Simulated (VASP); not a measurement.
# P (Im-3m) in VASP: a series of runs, part 2 of 2

VASP 6.6.1.

**4. Single point, revPBE (volume scaled by 1.04)**

Input file INCAR:

```
PREC = Accurate
ENCUT = 520
EDIFF = 1E-6
ISMEAR = -1
SIGMA = 0.1
LREAL = False
LASPH = True
NELM = 60
ALGO = Normal
ISIF = 2
LWAVE = False
LCHARG = True
GGA = RE
LELF = True
LVHAR = True
NBANDS = 8
```

Input file KPOINTS:

```
regular mesh
0
Gamma
  16 16 16
```

Input file POSCAR:

```
P
1.0
   -1.5516337818      1.5516337818      1.5516337818
    1.5516337818     -1.5516337818      1.5516337818
    1.5516337818      1.5516337818     -1.5516337818
P
1
Direct
    0.0000000000      0.0000000000      0.0000000000
```

Potentials or basis: VASP PAW PBE potentials, release 64 (P).

Run with:

```sh
$ cat potpaw_PBE.64/P/POTCAR > POTCAR
$ mpirun -np 1 vasp_std > vasp.out
```

OUTCAR:

```text
PREC = Accurate
   ENCUT = 520
   EDIFF = 1E-6
   ISMEAR = -1
   LREAL = False
   LASPH = True
   NELM = 60
   ISIF = 2
   GGA = RE

 ion  position               nearest neighbor table
   1  0.000  0.000  0.000-

  LATTYP: Found a body centered cubic cell.
 ALAT       =     3.1032675636

  Lattice vectors:

 A1 = (  -1.5516337818,   1.5516337818,   1.5516337818)
 A2 = (   1.5516337818,  -1.5516337818,   1.5516337818)
 A3 = (   1.5516337818,   1.5516337818,  -1.5516337818)

Analysis of symmetry for initial positions (statically):
=====================================================================
 Subroutine PRICEL returns:
 Original cell was already a primitive cell.

 Routine SETGRP: Setting up the symmetry group for a
 body centered cubic supercell.

 Subroutine GETGRP returns: Found 48 space group operations
 (whereof 48 operations were pure point group operations)
 out of a pool of 48 trial point group operations.

The static configuration has the point symmetry O_h .

Analysis of symmetry for dynamics (positions and initial velocities):
=====================================================================
 Subroutine PRICEL returns:
 Original cell was already a primitive cell.

 Routine SETGRP: Setting up the symmetry group for a
 body centered cubic supercell.

 Subroutine GETGRP returns: Found 48 space group operations
 (whereof 48 operations were pure point group operations)
 out of a pool of 48 trial point group operations.

The dynamic configuration has the point symmetry O_h .

 Subroutine INISYM returns: Found 48 space group operations
 (whereof 48 operations are pure point group operations),
 and found     1 'primitive' translations

----------------------------------------------------------------------------------------

                                     Primitive cell

  volume of cell :      14.9427

  direct lattice vectors                    reciprocal lattice vectors
    -1.551633782  1.551633782  1.551633782     0.000000000  0.322240986  0.322240986
     1.551633782 -1.551633782  1.551633782     0.322240986  0.000000000  0.322240986
     1.551633782  1.551633782 -1.551633782     0.322240986  0.322240986  0.000000000

  length of vectors
     2.687508545  2.687508545  2.687508545     0.455717573  0.455717573  0.455717573

  position of ions in fractional coordinates (direct lattice)
     0.000000000  0.000000000  0.000000000

  ion indices of the primitive-cell ions
   primitive index   ion index
                 1           1

----------------------------------------------------------------------------------------

 KPOINTS: regular mesh

Automatic generation of k-mesh.
 Grid dimensions read from file:
 generate k-points for:   16   16   16

 Generating k-lattice:

  Cartesian coordinates                     Fractional coordinates (reciprocal lattice)
     0.000000000  0.020140062  0.020140062     0.062500000  0.000000000  0.000000000
     0.020140062  0.000000000  0.020140062     0.000000000  0.062500000  0.000000000
     0.020140062  0.020140062  0.000000000     0.000000000  0.000000000  0.062500000

  Length of vectors
     0.028482348  0.028482348  0.028482348

  Shift w.r.t. Gamma in fractional coordinates (k-lattice)
     0.000000000  0.000000000  0.000000000

 Subroutine IBZKPT returns following result:
 ===========================================

 Found    145 irreducible k-points:

 Following reciprocal coordinates:
            Coordinates               Weight
  0.000000  0.000000  0.000000      1.000000
  0.062500  0.000000  0.000000     12.000000
  0.125000  0.000000  0.000000     12.000000
  0.187500  0.000000  0.000000     12.000000
  0.250000  0.000000  0.000000     12.000000
  0.312500  0.000000  0.000000     12.000000
[... 16 lines left out ...]
  0.187500  0.187500  0.000000     24.000000
  0.250000  0.187500  0.000000     48.000000
 [... further k-points ...]
   k-points           NKPTS =    145   k-points in BZ     NKDIM =    145   number of bands    NBANDS=      8
   number of dos      NEDOS =    301   number of ions     NIONS =      1
   total plane-waves  NPLWV =   8000
   dimension x,y,z NGX =    20 NGY =   20 NGZ =   20
   dimension x,y,z NGXF=    40 NGYF=   40 NGZF=   40
   ions per type =               1
   NGX,Y,Z   is equivalent  to a cutoff of  12.37, 12.37, 12.37 a.u.
   NGXF,Y,Z  is equivalent  to a cutoff of  24.74, 24.74, 24.74 a.u.
 SYSTEM =  unknown system
   PREC   = accura    normal or accurate (medium, high low for compatibility)
   ISTART =      0    job   : 0-new  1-cont  2-samecut
   ICHARG =      2    charge: 1-file 2-atom 10-const
   ISPIN  =      1    spin polarized calculation?
   LNONCOLLINEAR =      F non collinear calculations
   LSORBIT =      F    spin-orbit coupling
   LASPH  =      T    aspherical Exc in radial PAW
   ENCUT  =  520.0 eV  38.22 Ry    6.18 a.u.   5.00  5.00  5.00*2*pi/ulx,y,z
   NELM   =     60;   NELMIN=  2; NELMDL= -5     # of ELM steps
   EDIFF  = 0.1E-05   stopping-criterion for ELM
   LREAL  =      F    real-space projection
   EDIFFG = 0.1E-04   stopping-criterion for IOM
   NSW    =      0    number of steps for IOM
   IBRION =     -1    ionic relax: 0-MD 1-quasi-New 2-CG
   NFREE  =      0    steps in history (QN), initial steepest desc. (CG)
   ISIF   =      2    stress and relaxation
   ISYM   =      2    0-nonsym 1-usesym 2-fastsym
   POTIM  = 0.5000    time-step for ionic-motion
   TEBEG  =    0.0;   TEEND  =   0.0 temperature during run
   PSTRESS=    0.0 pullay stress
   NELECT =       5.0000    total number of electrons
   NUPDOWN=      -1.0000    fix difference up-down
   EMIN   =  10.00;   EMAX   =-10.00  energy-range for DOS
   EFERMI =   0.00;   METHOD = LEGACY
   ISMEAR =    -1;   SIGMA  =   0.10  broadening in eV -4-tet -1-fermi 0-gaus
   EFERMI_NEDOS =   21; number of points for ismear=-14 and -15
   IALGO  =     38    algorithm
   IMIX   =      4    mixing-type and parameters
     AMIX     =   0.40;   BMIX     =  1.00
     AMIX_MAG =   1.60;   BMIX_MAG =  1.00
  volume/ion in A,a.u.               =      14.94       100.84
  Fermi-wavevector in a.u.,A,eV,Ry     =   1.136551  2.147770 17.575302  1.291748
  Thomas-Fermi vector in A             =   2.273256
   LORBIT       =      0    0 simple, 1 ext, 2 COOP (PROOUT), +10 PAW based schemes
   GGA     = RE    functional components
   LHFCALC =     F    Hartree Fock is set to
   AEXX    =    0.0000 exact exchange contribution
   IVDW    =     0    specifies the selected vdW correction
   LEPSILON=     F    determine dielectric tensor
   LRPA    =     F    only Hartree local field effects (RPA)
 non-spin polarized calculation
  energy-cutoff  :      520.00
  volume of cell :       14.94
 maximum number of plane-waves:       420
   NGX =  9   NGY =  9   NGZ =  9

 number of electron       5.0000000 magnetization

 Free energy of the ion-electron system (eV)
  ---------------------------------------------------
  ext. energy  EPLUGINS =         0.00000000
  ---------------------------------------------------
  free energy    TOTEN  =        -4.34607275 eV

  energy without entropy =       -4.32881827  energy(sigma->0) =       -4.33744551

 E-fermi :   9.3187     XC(G=0): -11.3482

 val. band max:        9.2293221365   @ k =  -0.2500   0.2500   0.0625
 cond. band min:       9.3197761451   @ k =   0.5000   0.5000   0.1875
 fundamental gap:      0.0904540087
 Fermi energy:         9.3187388568

 k-point     1 :       0.0000    0.0000    0.0000
  band No.  band energies     occupation
      1      -6.5942      2.00000
      2      16.0924      0.00000
      3      16.0924      0.00000
      4      16.0924      0.00000
      5      21.1609      0.00000
      6      21.1609      0.00000
      7      21.1609      0.00000
      8      25.0105      0.00000

 k-point     2 :       0.0625    0.0000    0.0000
  band No.  band energies     occupation
      1      -6.4810      2.00000
      2      15.3688      0.00000
      3      15.6994      0.00000
      4      16.0250      0.00000
      5      20.8381      0.00000
      6      21.2643      0.00000
      7      21.7532      0.00000
      8      24.3107      0.00000
[... 221 lines left out ...]
 k-point    23 :       0.1875    0.1875    0.0000
  band No.  band energies     occupation
      1      -3.5838      2.00000
      2       7.9268      2.00000
      3       9.7109      0.03884
      4      13.5671      0.00000
      5      19.1867      0.00000
      6      20.9261      0.00000
      7      24.5576      0.00000
      8      26.0010      0.00000

 k-point    24 :       0.2500    0.1875    0.0000
  band No.  band energies     occupation
      1      -2.5064      2.00000
      2       6.2409      2.00000
      3       8.6195      1.99816
      4      13.1064      0.00000
      5      19.0871      0.00000
      6      21.1820      0.00000
      7      24.9704      0.00000
      8      26.9194      0.00000

 [... further k-points ...]
[... 5 lines left out ...]
  --------------------------------------------------------------------------------------
  -------------------------------------------------------------------------------------
  Total       -0.3521779     -0.3521779     -0.3521779      0.0000000      0.0000000      0.0000000
  in kB      -37.7611366    -37.7611366    -37.7611366      0.0000000      0.0000000      0.0000000
  external PRESSURE =     -37.7611366 kB  Pullay stress =       0.0000000 kB

 VOLUME and BASIS-vectors are now :
 -----------------------------------------------------------------------------
  energy-cutoff  :      520.00
  volume of cell :       14.94
      direct lattice vectors                 reciprocal lattice vectors
    -1.551633782  1.551633782  1.551633782     0.000000000  0.322240986  0.322240986
     1.551633782 -1.551633782  1.551633782     0.322240986  0.000000000  0.322240986
     1.551633782  1.551633782 -1.551633782     0.322240986  0.322240986  0.000000000

 POSITION                                       TOTAL-FORCE (eV/Angst)
 -----------------------------------------------------------------------------------
      0.00000      0.00000      0.00000        -0.000000      0.000000     -0.000000
 -----------------------------------------------------------------------------------
    total drift:                                0.000000      0.000000     -0.000000

  FREE ENERGIE OF THE ION-ELECTRON SYSTEM (eV)
  ---------------------------------------------------
  free  energy   TOTEN  =        -4.3460727498 eV

  energy  without entropy=       -4.3288182688  energy(sigma->0) =       -4.33744551
```

OSZICAR:

```text
N       E                     dE             d eps       ncg     rms          rms(c)
DAV:   1     0.791835754359E+00    0.79184E+00   -0.21765E+03  2400   0.454E+02
DAV:   2    -0.431448360153E+01   -0.51063E+01   -0.48775E+01  3552   0.469E+01
DAV:   3    -0.435394306983E+01   -0.39459E-01   -0.39419E-01  2528   0.450E+00
DAV:   4    -0.435399163796E+01   -0.48568E-04   -0.48568E-04  3904   0.175E-01
DAV:   5    -0.435399164898E+01   -0.11023E-07   -0.11298E-07  2560   0.166E-03    0.404E+00
DAV:   6    -0.434818612137E+01    0.58055E-02   -0.51858E-03  2464   0.379E-01    0.229E+00
DAV:   7    -0.434602496189E+01    0.21612E-02   -0.88059E-03  2744   0.496E-01    0.865E-02
DAV:   8    -0.434607186212E+01   -0.46900E-04   -0.80595E-05  3184   0.687E-02    0.143E-02
DAV:   9    -0.434607274980E+01   -0.88768E-06   -0.58360E-07  3216   0.621E-03
   1 F= -.43460727E+01 E0= -.43374455E+01  d E =-.172545E-01
```

Run time: 7.7 s. Hardware: 1 thread of Intel Xeon Platinum 8488C (Sapphire Rapids), shared host; peak memory 0.13 GiB.

Results:

| Quantity | Value |
| --- | --- |
| Free energy | -4.3461 eV |
| Pressure | -3.8 GPa |

Caveat: the PAW data sets were made with another functional, which shifts forces and pressure a little.

**5. Summary**

| cell | gap on the mesh (eV) | pressure (GPa) |
| --- | --- | --- |
| a = 2.617 Å, angles 109.5°, 1 atom | none | 3.6 |
| a = 2.653 Å, angles 109.5°, 1 atom | none | -0.4 |
| a = 2.688 Å, angles 109.5°, 1 atom | none | -3.8 |

Alike in all rows: task single point; level revPBE; potentials or basis VASP PAW PBE potentials, release 64 (P); no spin polarisation; k mesh 16 × 16 × 16; cutoff (eV) 520; smearing fermi-dirac 0.1 eV.

Caveats: the PAW data sets were made with another functional, which shifts forces and pressure a little.

Total energies depend on the potentials used, so only differences within one code and one set of settings carry meaning.
